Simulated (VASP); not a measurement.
# NaGeCl3 in VASP: settings compared, part 2 of 2

VASP 6.6.1.

## Step 3: Single point, r2SCAN (strain +4.0%)

The input, POSCAR:

```
NaGeCl3
1.0
    5.3985052939      0.0000000000      0.0000000000
    0.0000000000      5.3985052939      0.0000000000
    0.0000000000      0.0000000000      5.3985052939
Na Ge Cl
1 1 3
Direct
    0.0000000000      0.0000000000      0.0000000000
    0.5000000000      0.5000000000      0.5000000000
    0.5000000000      0.5000000000      0.0000000000
    0.5000000000      0.0000000000      0.5000000000
    0.0000000000      0.5000000000      0.5000000000
```

The input, INCAR.step1:

```
SYSTEM = NaGeCl3
PREC = Accurate ; ENCUT = 520
ISMEAR = 0 ; SIGMA = 0.01
LREAL = .False. ; LASPH = .True.
NELM = 60 ; NBANDS = 29
GGA = PE ; ALGO = Normal
EDIFF = 1E-4 ; LWAVE = .True.
LCHARG = .False.
```

The input, INCAR.step2:

```
SYSTEM = NaGeCl3
PREC = Accurate ; ENCUT = 520
EDIFF = 1E-7 ; ISMEAR = 0
SIGMA = 0.01 ; LREAL = .False.
LASPH = .True. ; NELM = 60
ALGO = Normal ; ISIF = 2
LWAVE = .False. ; LCHARG = .False.
METAGGA = R2SCAN ; LMIXTAU = .True.
NBANDS = 29 ; ISTART = 1
```

The input, KPOINTS:

```
Automatic mesh
0
Gamma
  6 6 6
  0 0 0
```

Potentials or basis: VASP PAW PBE potentials, release 64 (Na_pv, Ge_d, Cl).

The run is started by

```bash
> cat potpaw_PBE.64/Na_pv/POTCAR potpaw_PBE.64/Ge_d/POTCAR potpaw_PBE.64/Cl/POTCAR > POTCAR
> cp INCAR.step1 INCAR
> mpirun -np 1 vasp_std > vasp.out
> cp INCAR.step2 INCAR
> mpirun -np 1 vasp_std > vasp.out
```

OUTCAR:

```text
SYSTEM = NaGeCl3
   PREC = Accurate
   ENCUT = 520
   EDIFF = 1E-7
   ISMEAR = 0
   LREAL = .False.
   LASPH = .True.
   NELM = 60
   ISIF = 2
   METAGGA = R2SCAN
   ISTART = 1

 ion  position               nearest neighbor table
   1  0.000  0.000  0.000-
   2  0.500  0.500  0.500-   3 2.70   4 2.70   5 2.70   3 2.70   4 2.70   5 2.70
   3  0.500  0.500  0.000-   2 2.70   2 2.70
   4  0.500  0.000  0.500-   2 2.70   2 2.70
   5  0.000  0.500  0.500-   2 2.70   2 2.70

  LATTYP: Found a simple cubic cell.
 ALAT       =     5.3985052939

  Lattice vectors:

 A1 = (   5.3985052939,   0.0000000000,   0.0000000000)
 A2 = (   0.0000000000,   5.3985052939,   0.0000000000)
 A3 = (   0.0000000000,   0.0000000000,   5.3985052939)

Analysis of symmetry for initial positions (statically):
=====================================================================
 Subroutine PRICEL returns:
 Original cell was already a primitive cell.

 Routine SETGRP: Setting up the symmetry group for a
 simple cubic supercell.

 Subroutine GETGRP returns: Found 48 space group operations
 (whereof 48 operations were pure point group operations)
 out of a pool of 48 trial point group operations.

The static configuration has the point symmetry O_h .

Analysis of symmetry for dynamics (positions and initial velocities):
=====================================================================
 Subroutine PRICEL returns:
 Original cell was already a primitive cell.

 Routine SETGRP: Setting up the symmetry group for a
 simple cubic supercell.

 Subroutine GETGRP returns: Found 48 space group operations
 (whereof 48 operations were pure point group operations)
 out of a pool of 48 trial point group operations.

The dynamic configuration has the point symmetry O_h .

 Subroutine INISYM returns: Found 48 space group operations
 (whereof 48 operations are pure point group operations),
 and found     1 'primitive' translations

[... 116 lines left out ...]
  volume/ion in A,a.u.               =      31.47       212.35
  Fermi-wavevector in a.u.,A,eV,Ry     =   1.054106  1.991972 15.117978  1.111140
  Thomas-Fermi vector in A             =   2.189254
   LORBIT       =      0    0 simple, 1 ext, 2 COOP (PROOUT), +10 PAW based schemes
   METAGGA = R2SCAN    functional components
   LHFCALC =     F    Hartree Fock is set to
   AEXX    =    0.0000 exact exchange contribution
   IVDW    =     0    specifies the selected vdW correction
   LEPSILON=     F    determine dielectric tensor
   LRPA    =     F    only Hartree local field effects (RPA)
 non-spin polarized calculation
 Gauss-broadening in eV      SIGMA  =   0.01
  energy-cutoff  :      520.00
  volume of cell :      157.33
 maximum number of plane-waves:      4272
   NGX = 21   NGY = 21   NGZ = 21

 number of electron      41.9999950 magnetization

 Free energy of the ion-electron system (eV)
  ---------------------------------------------------
  ext. energy  EPLUGINS =         0.00000000
  ---------------------------------------------------
  free energy    TOTEN  =       -41.30752836 eV

  energy without entropy =      -41.30752836  energy(sigma->0) =      -41.30752836

 E-fermi :   0.8276     XC(G=0):  -7.6878

 val. band max:        0.7711307611   @ k =   0.5000   0.5000   0.5000
 cond. band min:       2.1787301120   @ k =   0.5000   0.5000   0.5000
 fundamental gap:      1.4075993508
 Fermi energy:         0.8276200296

 k-point     1 :       0.0000    0.0000    0.0000
  band No.  band energies     occupation
      1     -25.2288      2.00000
      2     -25.2288      2.00000
      3     -25.2288      2.00000
      4     -25.1971      2.00000
      5     -25.1971      2.00000
      6     -25.1850      2.00000
[... 629 lines left out ...]
     28       8.0110      0.00000
     29       8.9823      0.00000

------------------------ aborting loop because EDIFF is reached ----------------------------------------

  FORCE on cell =-STRESS in cart. coord.  units (eV):
  Direction    XX          YY          ZZ          XY          YZ          ZX
  --------------------------------------------------------------------------------------
  -------------------------------------------------------------------------------------
  Total       -2.8602607     -2.8602607     -2.8602607      0.0000000     -0.0000000     -0.0000000
  in kB      -29.1269896    -29.1269896    -29.1269896      0.0000000     -0.0000000     -0.0000000
  external PRESSURE =     -29.1269896 kB  Pullay stress =       0.0000000 kB

 VOLUME and BASIS-vectors are now :
 -----------------------------------------------------------------------------
  energy-cutoff  :      520.00
  volume of cell :      157.33
      direct lattice vectors                 reciprocal lattice vectors
     5.398505294  0.000000000  0.000000000     0.185236458  0.000000000  0.000000000
     0.000000000  5.398505294  0.000000000     0.000000000  0.185236458  0.000000000
     0.000000000  0.000000000  5.398505294     0.000000000  0.000000000  0.185236458

 POSITION                                       TOTAL-FORCE (eV/Angst)
 -----------------------------------------------------------------------------------
      0.00000      0.00000      0.00000         0.000000      0.000000      0.000000
      2.69925      2.69925      2.69925         0.000000      0.000000      0.000000
      2.69925      2.69925      0.00000         0.000000      0.000000      0.000000
      2.69925      0.00000      2.69925         0.000000      0.000000      0.000000
      0.00000      2.69925      2.69925         0.000000      0.000000      0.000000
 -----------------------------------------------------------------------------------
    total drift:                               -0.000000      0.000000     -0.000000

  FREE ENERGIE OF THE ION-ELECTRON SYSTEM (eV)
  ---------------------------------------------------
  free  energy   TOTEN  =       -41.3075283550 eV

  energy  without entropy=      -41.3075283550  energy(sigma->0) =      -41.30752836
```

OSZICAR.step1:

```text
N       E                     dE             d eps       ncg     rms          rms(c)
DAV:   1     0.406638116155E+03    0.40664E+03   -0.19640E+04  1450   0.198E+03
DAV:   2     0.436853166538E+02   -0.36295E+03   -0.34622E+03  1360   0.566E+02
DAV:   3    -0.146879070076E+02   -0.58373E+02   -0.57371E+02  1401   0.155E+02
DAV:   4    -0.174850563367E+02   -0.27971E+01   -0.27869E+01  1413   0.418E+01
DAV:   5    -0.175660603880E+02   -0.81004E-01   -0.80990E-01  1476   0.670E+00    0.548E+00
DAV:   6    -0.166652398107E+02    0.90082E+00   -0.14965E+00  1554   0.701E+00    0.325E+00
DAV:   7    -0.165899803540E+02    0.75259E-01   -0.30256E-01  1522   0.257E+00    0.193E+00
DAV:   8    -0.165831616751E+02    0.68187E-02   -0.52225E-02  1234   0.196E+00    0.453E-01
DAV:   9    -0.165819159706E+02    0.12457E-02   -0.41474E-03  1705   0.615E-01    0.211E-01
DAV:  10    -0.165819499461E+02   -0.33976E-04   -0.36359E-03  1243   0.420E-01    0.634E-02
DAV:  11    -0.165819254400E+02    0.24506E-04   -0.20955E-04  1206   0.181E-01
   1 F= -.16581925E+02 E0= -.16581925E+02  d E =-.356338E-15
```

Run time: 2.4 min. Hardware: 1 thread of Intel Xeon 6975P-C (Granite Rapids), shared host; peak memory 0.3 GiB.

Results:

| Item | Value |
| --- | --- |
| Free energy | -41.3075 eV |
| Pressure | -2.9 GPa |
| Band gap on the k mesh | 1.41 eV, direct |

Caveat: the cell differs from its parent crystal (strain +4.0%); the PAW data sets were made with another functional, which shifts forces and pressure a little.

## Step 4: Single point, PBE (uniaxial x strain +1.5%)

The input, INCAR:

```
SYSTEM = NaGeCl3
PREC     = Accurate       ! precision mode
ENCUT    = 520            ! plane-wave cutoff, eV
EDIFF    = 1E-7           ! SCF threshold, eV
ISMEAR   = -1             ! smearing method
SIGMA    = 0.02           ! smearing width, eV
LREAL    = .FALSE.        ! projectors in reciprocal space
LASPH    = .TRUE.         ! aspherical terms in the spheres
NELM     = 60             ! most SCF steps
ALGO     = Normal         ! electronic algorithm
ISIF     = 2              ! what is computed and relaxed
LWAVE    = .FALSE.        ! write WAVECAR
LCHARG   = .FALSE.        ! write CHGCAR
GGA      = PE             ! functional
NBANDS   = 29             ! bands
```

The input, KPOINTS:

```
Automatic mesh
0
G
  6 6 6
  0 0 0
```

Changes to POSCAR since step 3:

```diff
@@ -2,5 +2,5 @@
 1.0
-    5.3985052939      0.0000000000      0.0000000000
-    0.0000000000      5.3985052939      0.0000000000
-    0.0000000000      0.0000000000      5.3985052939
+    5.2687335320      0.0000000000      0.0000000000
+    0.0000000000      5.1908704749      0.0000000000
+    0.0000000000      0.0000000000      5.1908704749
 Na Ge Cl
```

Potentials or basis: VASP PAW PBE potentials, release 64 (Na_pv, Ge_d, Cl).

The run is started by

```bash
> cat potpaw_PBE.64/Na_pv/POTCAR potpaw_PBE.64/Ge_d/POTCAR potpaw_PBE.64/Cl/POTCAR > POTCAR
> mpirun -np 1 vasp_std > vasp.out
```

OUTCAR:

```text
SYSTEM = NaGeCl3
   PREC = Accurate
   ENCUT = 520
   EDIFF = 1E-7
   ISMEAR = -1
   LREAL = .FALSE.
   LASPH = .TRUE.
   NELM = 60
   ISIF = 2
   GGA = PE

 ion  position               nearest neighbor table
   1  0.000  0.000  0.000-
   2  0.500  0.500  0.500-   3 2.60   4 2.60   3 2.60   4 2.60   5 2.63   5 2.63
   3  0.500  0.500  0.000-   2 2.60   2 2.60
   4  0.500  0.000  0.500-   2 2.60   2 2.60
   5  0.000  0.500  0.500-   2 2.63   2 2.63

  LATTYP: Found a simple tetragonal cell.
 ALAT       =     5.1908704749
 C/A-ratio  =     1.0150000000
[... 969 lines left out ...]
  -------------------------------------------------------------------------------------
  Total       -0.3270982      0.3160869      0.3160869      0.0000000      0.0000000      0.0000000
  in kB       -3.6914932      3.5672246      3.5672246      0.0000000      0.0000000      0.0000000
  external PRESSURE =       1.1476520 kB  Pullay stress =       0.0000000 kB

 VOLUME and BASIS-vectors are now :
 -----------------------------------------------------------------------------
  energy-cutoff  :      520.00
  volume of cell :      141.97
      direct lattice vectors                 reciprocal lattice vectors
     5.268733532  0.000000000  0.000000000     0.189798932  0.000000000  0.000000000
     0.000000000  5.190870475  0.000000000     0.000000000  0.192645916  0.000000000
     0.000000000  0.000000000  5.190870475     0.000000000  0.000000000  0.192645916

 POSITION                                       TOTAL-FORCE (eV/Angst)
 -----------------------------------------------------------------------------------
      0.00000      0.00000      0.00000         0.000000      0.000000      0.000000
      2.63437      2.59544      2.59544         0.000000      0.000000      0.000000
      2.63437      2.59544      0.00000         0.000000      0.000000      0.000000
      2.63437      0.00000      2.59544         0.000000      0.000000      0.000000
      0.00000      2.59544      2.59544         0.000000      0.000000      0.000000
 -----------------------------------------------------------------------------------
    total drift:                               -0.000000      0.000000     -0.000000

  FREE ENERGIE OF THE ION-ELECTRON SYSTEM (eV)
  ---------------------------------------------------
  free  energy   TOTEN  =       -16.6831419941 eV

  energy  without entropy=      -16.6831419937  energy(sigma->0) =      -16.68314199
```

Wall time 66 s (1 thread of Intel Xeon 6975P-C (Granite Rapids), shared host); peak memory 0.33 GiB.

What came out:

- Free energy: -16.6831 eV
- Pressure: 0.1 GPa
- Band gap on the k mesh: 0.67 eV, direct

Stress tensor (GPa, compression positive):
```
-0.37  0.00  0.00
 0.00  0.36  0.00
 0.00  0.00  0.36
```

Caveat: the cell differs from its parent crystal (uniaxial x strain +1.5%).

## Step 5: Overview

| level | cell | smearing | gap on the mesh (eV) | pressure (GPa) |
| --- | --- | --- | --- | --- |
| r2SCAN | a = 5.191 Å, 5 atoms | gaussian 0.01 eV | 0.78 | -0.3 |
| r2SCAN | a = 5.399 Å, 5 atoms | gaussian 0.01 eV | 1.41 | -2.9 |
| PBE | a = 5.269, b = 5.191, c = 5.191 Å, 5 atoms | fermi-dirac 0.02 eV | 0.67 | 0.1 |

Alike in all rows: task single point; potentials or basis VASP PAW PBE potentials, release 64 (Na_pv, Ge_d, Cl); no spin polarisation; k mesh 6 × 6 × 6; cutoff (eV) 520.

Caveats: the PAW data sets were made with another functional, which shifts forces and pressure a little (some runs).

Absolute energies hang on the potentials; compare differences alone.
